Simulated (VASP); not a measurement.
# Nd3Si2I (Immm) in VASP: single point with PBE

Aim: the single point of Nd3Si2I with PBE.

All numbers are computed with VASP 6.6.1; they aren't measurements. Logs are shortened: lines on timing, memory, paths and dates and some standing lists are left out, and cuts for length are marked.

### Step 1. The cell of the first run

It takes space group Immm (No. 71, orthorhombic). The conventional cell has a = 5.675 Å, b = 5.834 Å, c = 12.701 Å, α = 90.00°, β = 90.00°, γ = 90.00°. Nd (site symmetry mmm) has 2 Si at 2.84 Å and 2 I at 2.92 Å and 2 Nd at 3.56 Å within 3.7 Å. Within 3.7 Å of Nd (site symmetry mm2) lie 1 Si at 2.79 Å and 1 Nd at 3.56 Å. Si (site symmetry mmm) has 2 Nd at 2.79 Å and 2 I at 2.84 Å and 2 Si at 2.92 Å within 3.7 Å. Within 3.7 Å of Si (site symmetry mmm) lie 2 Nd at 2.84 Å and 2 Si at 2.92 Å. I (site symmetry mmm) has 2 Si at 2.84 Å and 2 Nd at 2.92 Å within 3.7 Å.

The cell was generated, and may not be a known phase.

### Step 2. Single point, PBE

INCAR reads:

```
  PREC = Accurate
  ENCUT = 500
  EDIFF = 1E-6
  ISMEAR = 0
  SIGMA = 0.15
  LREAL = F
  LASPH = T
  NELM = 200
  ALGO = Normal
  ISIF = 2
  LWAVE = F
  LCHARG = F
  GGA = PE
  NBANDS = 33
  GGA_COMPAT = F
  LMAXMIX = 6
```

KPOINTS reads:

```
Automatic mesh
0
Gamma
  3 3 3
```

POSCAR reads:

```
Nd3Si2I
1.0
   -2.9168169170      2.8375806483      6.3502681222
    2.9168169170     -2.8375806483      6.3502681222
    2.9168169170      2.8375806483     -6.3502681222
Nd Si I
3 2 1
Direct
    0.0000000000      0.5000000000      0.5000000000
    0.7194127583      0.2194127583      0.5000000000
    0.2805872417      0.7805872417      0.5000000000
    0.5000000000      0.0000000000      0.5000000000
    0.5000000000      0.5000000000      0.0000000000
    0.0000000000      0.0000000000      0.0000000000
```

Potentials or basis: VASP PAW PBE potentials, release 64 (Nd_3, Si, I), 4f in core.

The run is started by

```
$ cat potpaw_PBE.64/Nd_3/POTCAR potpaw_PBE.64/Si/POTCAR potpaw_PBE.64/I/POTCAR > POTCAR
$ mpirun -np 1 vasp_std > vasp.out
```

OUTCAR:

```text
PREC = Accurate
   ENCUT = 500
   EDIFF = 1E-6
   ISMEAR = 0
   LREAL = F
   LASPH = T
   NELM = 200
   ISIF = 2
   GGA = PE

 ion  position               nearest neighbor table
   1  0.000  0.500  0.500-   5 2.84   5 2.84   6 2.92   6 2.92   2 3.56   3 3.56
   2  0.719  0.219  0.500-   4 2.79   1 3.56
   3  0.281  0.781  0.500-   4 2.79   1 3.56
   4  0.500  0.000  0.500-   2 2.79   3 2.79   6 2.84   6 2.84   5 2.92   5 2.92
   5  0.500  0.500  0.000-   1 2.84   1 2.84   4 2.92   4 2.92
   6  0.000  0.000  0.000-   4 2.84   4 2.84   1 2.92   1 2.92

  LATTYP: Found a body centered orthorhombic cell.
 ALAT       =     5.6751612966
 B/A-ratio  =     1.0279238825
 C/A-ratio  =     2.2379163482

  Lattice vectors:

 A1 = (   2.9168169170,  -2.8375806483,  -6.3502681222)
 A2 = (  -2.9168169170,   2.8375806483,  -6.3502681222)
 A3 = (   2.9168169170,   2.8375806483,   6.3502681222)

Analysis of symmetry for initial positions (statically):
=====================================================================
 Subroutine PRICEL returns:
 Original cell was already a primitive cell.

 Routine SETGRP: Setting up the symmetry group for a
 body centered orthorhombic supercell.

 Subroutine GETGRP returns: Found  8 space group operations
 (whereof  8 operations were pure point group operations)
 out of a pool of  8 trial point group operations.

The static configuration has the point symmetry D_2h.

Analysis of symmetry for dynamics (positions and initial velocities):
=====================================================================
 Subroutine PRICEL returns:
 Original cell was already a primitive cell.

 Routine SETGRP: Setting up the symmetry group for a
 body centered orthorhombic supercell.

 Subroutine GETGRP returns: Found  8 space group operations
 (whereof  8 operations were pure point group operations)
 out of a pool of  8 trial point group operations.

The dynamic configuration has the point symmetry D_2h.

 Subroutine INISYM returns: Found  8 space group operations
 (whereof  8 operations are pure point group operations),
 and found     1 'primitive' translations

----------------------------------------------------------------------------------------

[... 82 lines left out ...]
   NELM   =    200;   NELMIN=  2; NELMDL= -5     # of ELM steps
   EDIFF  = 0.1E-05   stopping-criterion for ELM
   LREAL  =      F    real-space projection
   EDIFFG = 0.1E-04   stopping-criterion for IOM
   NSW    =      0    number of steps for IOM
   IBRION =     -1    ionic relax: 0-MD 1-quasi-New 2-CG
   NFREE  =      0    steps in history (QN), initial steepest desc. (CG)
   ISIF   =      2    stress and relaxation
   ISYM   =      2    0-nonsym 1-usesym 2-fastsym
   POTIM  = 0.5000    time-step for ionic-motion
   TEBEG  =    0.0;   TEEND  =   0.0 temperature during run
   PSTRESS=    0.0 pullay stress
   NELECT =      48.0000    total number of electrons
   NUPDOWN=      -1.0000    fix difference up-down
   EMIN   =  10.00;   EMAX   =-10.00  energy-range for DOS
   EFERMI =   0.00;   METHOD = LEGACY
   ISMEAR =     0;   SIGMA  =   0.15  broadening in eV -4-tet -1-fermi 0-gaus
   EFERMI_NEDOS =   21; number of points for ismear=-14 and -15
   IALGO  =     38    algorithm
   IMIX   =      4    mixing-type and parameters
     AMIX     =   0.40;   BMIX     =  1.00
     AMIX_MAG =   1.60;   BMIX_MAG =  1.00
  volume/ion in A,a.u.               =      35.04       236.46
  Fermi-wavevector in a.u.,A,eV,Ry     =   1.000581  1.890823 13.621631  1.001162
  Thomas-Fermi vector in A             =   2.132946
   LORBIT       =      0    0 simple, 1 ext, 2 COOP (PROOUT), +10 PAW based schemes
   GGA     = PE    functional components
   LHFCALC =     F    Hartree Fock is set to
   AEXX    =    0.0000 exact exchange contribution
   IVDW    =     0    specifies the selected vdW correction
   LEPSILON=     F    determine dielectric tensor
   LRPA    =     F    only Hartree local field effects (RPA)
 non-spin polarized calculation
 Gauss-broadening in eV      SIGMA  =   0.15
  energy-cutoff  :      500.00
  volume of cell :      210.24
 maximum number of plane-waves:      5363
   NGX = 27   NGY = 27   NGZ = 27

 number of electron      48.0000000 magnetization

 Free energy of the ion-electron system (eV)
  ---------------------------------------------------
  ext. energy  EPLUGINS =         0.00000000
  ---------------------------------------------------
  free energy    TOTEN  =       -24.23792394 eV

  energy without entropy =      -24.15688767  energy(sigma->0) =      -24.19740581

 E-fermi :   3.7873     XC(G=0):  -8.8431

 val. band max:        3.7722272894   @ k =   0.3333   0.3333   0.0000
 cond. band min:       3.7879673409   @ k =  -0.3333  -0.3333   0.3333
 fundamental gap:      0.0157400515
 Fermi energy:         3.7872834672

 k-point     1 :       0.0000    0.0000    0.0000
  band No.  band energies     occupation
      1     -35.0313      2.00000
      2     -35.0148      2.00000
      3     -34.1688      2.00000
      4     -16.2241      2.00000
      5     -16.1735      2.00000
      6     -16.1687      2.00000
[... 277 lines left out ...]
     32       6.1099      0.00000
     33       6.3825      0.00000

------------------------ aborting loop because EDIFF is reached ----------------------------------------

  FORCE on cell =-STRESS in cart. coord.  units (eV):
  Direction    XX          YY          ZZ          XY          YZ          ZX
  --------------------------------------------------------------------------------------
  -------------------------------------------------------------------------------------
  Total        0.0191020      0.0961750      0.2470031      0.0000000      0.0000000      0.0000000
  in kB        0.1455728      0.7329314      1.8823638      0.0000000      0.0000000      0.0000000
  external PRESSURE =       0.9202893 kB  Pullay stress =       0.0000000 kB

 VOLUME and BASIS-vectors are now :
 -----------------------------------------------------------------------------
  energy-cutoff  :      500.00
  volume of cell :      210.24
      direct lattice vectors                 reciprocal lattice vectors
    -2.916816917  2.837580648  6.350268122     0.000000000  0.176206446  0.078736833
     2.916816917 -2.837580648  6.350268122     0.171419741  0.000000000  0.078736833
     2.916816917  2.837580648 -6.350268122     0.171419741  0.176206446  0.000000000

 POSITION                                       TOTAL-FORCE (eV/Angst)
 -----------------------------------------------------------------------------------
      2.91682      0.00000      0.00000        -0.000000      0.000000      0.000000
      0.00000      2.83758      2.78666         0.000000      0.000000      0.070077
      2.91682      0.00000      3.56361        -0.000000     -0.000000     -0.070077
      0.00000      2.83758      0.00000        -0.000000      0.000000     -0.000000
      0.00000      0.00000      6.35027        -0.000000      0.000000     -0.000000
      0.00000      0.00000      0.00000        -0.000000      0.000000      0.000000
 -----------------------------------------------------------------------------------
    total drift:                                0.000000      0.000000     -0.000000

  FREE ENERGIE OF THE ION-ELECTRON SYSTEM (eV)
  ---------------------------------------------------
  free  energy   TOTEN  =       -24.2379239423 eV

  energy  without entropy=      -24.1568876694  energy(sigma->0) =      -24.19740581
```

OSZICAR:

```text
N       E                     dE             d eps       ncg     rms          rms(c)
DAV:   1     0.337462194909E+03    0.33746E+03   -0.19930E+04   528   0.121E+03
DAV:   2     0.628126328929E-01   -0.33740E+03   -0.32471E+03   610   0.297E+02
DAV:   3    -0.242321859153E+02   -0.24295E+02   -0.23786E+02   852   0.615E+01
DAV:   4    -0.260190497283E+02   -0.17869E+01   -0.17740E+01   856   0.155E+01
DAV:   5    -0.260784480965E+02   -0.59398E-01   -0.59360E-01   792   0.264E+00    0.106E+01
DAV:   6    -0.244690829415E+02    0.16094E+01   -0.72537E+00   703   0.884E+00    0.621E+00
DAV:   7    -0.242754284685E+02    0.19365E+00   -0.11858E+00   701   0.396E+00    0.406E+00
DAV:   8    -0.242390774168E+02    0.36351E-01   -0.17924E-01   736   0.203E+00    0.137E+00
DAV:   9    -0.242379874166E+02    0.10900E-02   -0.27732E-02   824   0.692E-01    0.509E-01
DAV:  10    -0.242378540343E+02    0.13338E-03   -0.26950E-03   720   0.211E-01    0.152E-01
DAV:  11    -0.242378886339E+02   -0.34600E-04   -0.35989E-04   728   0.952E-02    0.584E-02
DAV:  12    -0.242379241245E+02   -0.35491E-04   -0.65356E-05   728   0.450E-02    0.105E-02
DAV:  13    -0.242379239423E+02    0.18213E-06   -0.60693E-06   672   0.118E-02
   1 F= -.24237924E+02 E0= -.24197406E+02  d E =-.810363E-01
```

Run time: 47 s. Hardware: 1 thread of Intel Xeon 6975P-C (Granite Rapids), shared host; peak memory 0.44 GiB.

What came out:

```yaml
Free_energy: -24.2379 eV
Pressure: 0.1 GPa
Largest_force: 0.070 eV/Å
Band_gap_on_the_k_mesh: zero (bands 24 and 25 overlap by 0.35 eV)
```

Forces in eV/Å, atoms in the order of the input:
```
Nd   0.000  0.000  0.000
Nd   0.000  0.000  0.070
Nd   0.000  0.000 -0.070
Si   0.000  0.000  0.000
Si   0.000  0.000  0.000
I    0.000  0.000  0.000
```

Stress tensor (GPa, compression positive):
```
0.01 0.00 0.00
0.00 0.07 0.00
0.00 0.00 0.19
```

Caveat: the k points lie up to 0.40 Å⁻¹ apart; spin-orbit coupling is left out, which moves the levels of the heavy elements; the 4f electrons are frozen in the core, so they carry no moment and show no levels; the run has no spin polarisation, though such a crystal can be magnetic. Spin polarisation is off, so any magnetic state and its effect on volume and gap are missing.
